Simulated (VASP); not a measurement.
Al12H: single point with PBE

Al12H, a slab with vacuum:

```
Al H
1.0
     5.71430    0.00000    0.00000
    -2.85715    4.94873    0.00000
     0.00000    0.00000   21.60164
Al H
12 1
Cartesian
  1.4286 0.8248 4.0000
  0.0000 3.2992 4.0000
  4.2857 0.8248 4.0000
  2.8572 3.2992 4.0000
  0.0000 1.6496 6.3009
  -1.4286 4.1239 6.3009
  2.8572 1.6496 6.3009
  1.4286 4.1239 6.3009
  0.0000 0.0000 8.6016
  -1.4286 2.4744 8.6016
  2.8572 0.0000 8.6016
  1.4286 2.4744 8.6016
  3.3333 -1.9245 10.2716
```

* Program: VASP 6.6.1
* Task: single point
* Functional: PBE
* Potentials or basis: VASP PAW PBE potentials, release 64 (Al, H)
* Cutoff: 520 eV
* k mesh: 6 × 6 × 1
* Occupations: gaussian, width 0.1 eV
* Spin: collinear spin
* Starting moments: [0.0, 0.0, 0.0, 0.0, 0.0, 0.0, 0.0, 0.0, 0.0, 0.0, 0.0, 0.0, 1.0] μB

```yaml
Largest_force: 1.349 eV/Å
Net_moment: 0.00 μB per cell
Valence_electrons_inside_the_program's_atomic_spheres: Al 0.77, 0.76, 0.78, 0.74 (each value once); H 0.46
```

Forces on the atoms (eV/Å):
```
Al  -0.046 -0.073 -0.128
Al  -0.046  0.027  0.016
Al   0.031 -0.018 -0.101
Al   0.040  0.076 -0.128
Al  -0.034 -0.016  0.154
Al  -0.036  0.021 -0.010
Al   0.099 -0.057 -0.098
Al  -0.003  0.037  0.154
Al   0.086 -0.050 -0.022
Al  -0.189 -0.075  0.119
Al  -0.029  0.201  0.119
Al  -0.223  0.129  1.211
H    0.350 -0.202 -1.287
```

Levels at points of the mesh, in eV from the Fermi level:
Spin up:
| k point | band 16 | band 17 | band 18 | band 19 | band 20 | band 21 |
| --- | --- | --- | --- | --- | --- | --- |
| (0.00, 0.00, 0.00) | -2.77 | -1.51 | -0.44 | -0.42 | -0.26 | -0.22 |
| (0.50, 0.00, 0.00) | -0.55 | -0.38 | -0.27 | 0.07 | 0.89 | 0.93 |
| (0.50, 0.50, 0.00) | -0.55 | -0.49 | -0.27 | 0.13 | 0.90 | 1.04 |
Spin down:
```tsv
k point	band 16	band 17	band 18	band 19	band 20	band 21
(0.00, 0.00, 0.00)	-2.77	-1.51	-0.44	-0.42	-0.26	-0.22
(0.50, 0.00, 0.00)	-0.55	-0.38	-0.27	0.07	0.89	0.93
(0.50, 0.50, 0.00)	-0.55	-0.49	-0.27	0.13	0.90	1.04
```

Run time: 29 min on 1 thread of Oxide Virtual Turin-like Processor (shared host), peak memory 0.97 GiB.
